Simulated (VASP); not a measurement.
A run of VASP 6.6.1:

Contents of INCAR:

```
SYSTEM = ZnSe
ALGO     = Normal         ! electronic algorithm
EDIFF    = 1E-8           ! SCF threshold, eV
ENCUT    = 520            ! plane-wave cutoff, eV
GGA      = CA             ! functional
IBRION   = 8              ! ionic algorithm
ISIF     = 2              ! what is computed and relaxed
ISMEAR   = 0              ! smearing method
LASPH    = .True.         ! aspherical terms in the spheres
LCHARG   = .False.        ! write CHGCAR
LEPSILON = .True.         ! dielectric tensor by DFPT
LREAL    = .False.        ! projectors in reciprocal space
LWAVE    = .False.        ! write WAVECAR
NELM     = 60             ! most SCF steps
NSW      = 1              ! ionic steps
PREC     = Accurate       ! precision mode
SIGMA    = 0.01           ! smearing width, eV
```

File KPOINTS:

```
k-points
0
Gamma
  8 8 8
  0 0 0
```

The input POSCAR:

```
ZnSe
1.0
    0.0000000000      2.7970408430      2.7970408430
    2.7970408430      0.0000000000      2.7970408430
    2.7970408430      2.7970408430      0.0000000000
Zn Se
1 1
Direct
    0.0000000000      0.0000000000      0.0000000000
    0.7500000000      0.7500000000      0.7500000000
```

Potentials or basis: VASP PAW LDA potentials, release 64 (Zn, Se).

The run is started by

```console
$ cat potpaw_LDA.64/Zn/POTCAR potpaw_LDA.64/Se/POTCAR > POTCAR
$ mpirun -np 1 vasp_std > vasp.out
```

Hardware: 1 thread of Intel(R) Xeon(R) Platinum 8375C CPU @ 2.90GHz (Ice Lake) (shared host).

Task: How long does it take, and how much memory?

Result: Run time: 6.9 min on 1 thread of Intel(R) Xeon(R) Platinum 8375C CPU @ 2.90GHz (Ice Lake), with other jobs on the host, peak memory 0.28 GiB. Counts: scf iterations 145, k points 29.
